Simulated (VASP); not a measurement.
A run of VASP 6.6.1 is set up as follows.

Contents of INCAR:

```
SYSTEM = V
PREC = Accurate
ENCUT = 600
EDIFF = 1E-8
ISMEAR = -1
SIGMA = 0.05
LREAL = .FALSE.
LASPH = .TRUE.
NELM = 150
ALGO = Fast
ISIF = 3
LWAVE = .FALSE.
LCHARG = .FALSE.
ISPIN = 2
MAGMOM = 2
LORBIT = 11
LMAXMIX = 4
GGA = PE
IBRION = 6
NFREE = 2
POTIM = 0.015
NSW = 1
```

KPOINTS

```
Automatic mesh
0
G
  9 9 9
  0 0 0
```

The input POSCAR:

```
V
1.0
   -1.5143500000      1.5143500000      1.5143500000
    1.5143500000     -1.5143500000      1.5143500000
    1.5143500000      1.5143500000     -1.5143500000
V
1
Direct
    0.0000000000      0.0000000000      0.0000000000
```

Potentials or basis: VASP PAW PBE potentials, release 64 (V_sv).

Run with:

```sh
$ cat potpaw_PBE.64/V_sv/POTCAR > POTCAR
$ mpirun -np 1 vasp_std > vasp.out
```

**Question.** Predict the elastic constants C11, C12, C44.

**Answer.** 177, 148, -55 GPa.

**Question.** Estimate the Voigt bulk modulus.

**Answer.** 158 GPa.

**Question.** What does it give for the net moment?

**Answer.** 0.00 μB per cell.

Clamped-ion elastic tensor (GPa):
```
177 148 148   0   0   0
148 177 148   0   0   0
148 148 177   0   0   0
  0   0   0 -55   0   0
  0   0   0   0 -55   0
  0   0   0   0   0 -55
```

Caveat: the cell is under stress, which shifts elastic constants; the elastic tensor has a negative eigenvalue, so either the cell is unstable as it stands or the mesh is too thin; the moments typed at the start vanished in this run.
